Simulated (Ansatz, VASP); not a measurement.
## One calculation of Zr3ScN4, two programs

```
CELL_PARAMETERS angstrom
-2.85798 2.85798 2.85798
2.85798 -2.85798 2.85798
2.85798 2.85798 -2.85798
ATOMIC_POSITIONS crystal
Zr 0.50000 0.00000 0.50000
Zr 0.00000 0.50000 0.50000
Zr 0.50000 0.50000 0.00000
Sc 0.00000 0.00000 0.00000
N 0.56792 0.56792 0.56792
N 0.00000 0.43208 0.00000
N 0.43208 0.00000 0.00000
N 0.00000 0.00000 0.43208
```

Change from the starting cell: species swapped into the K3SbS4 type (I-43m, No. 217).

Alike in both runs: functional PBE; k mesh 4 × 4 × 4; occupations gaussian, width 0.1 eV; no spin polarisation.

Ansatz relaxed the structure, and its values are those at the end. VASP's run is a single point on that final structure, the one shown.

|  | VASP | Ansatz |
| --- | --- | --- |
| version | VASP 6.6.1 | Ansatz 0.2.0 |
| potentials or method | VASP PAW PBE potentials, release 64 (Zr_sv, Sc_sv, N), cutoff 520 eV | scalar-relativistic, plane waves, PAW |
| valence electrons in the cell | 67 | 67 |

|  | VASP | Ansatz | Ansatz less VASP |
| --- | --- | --- | --- |
| gap on the k mesh at the Fermi level (eV) | none | none | - |
| pressure (GPa) | 0.4 | 0.0 | -0.41 |
| rms of the force components (eV/Å) | 0.020 | 0.003 | -0.0169 |

A gap of «none» marks a metal or a gap that the smearing closes.

The k mesh is coarse, so the values compare programs but aren't converged.
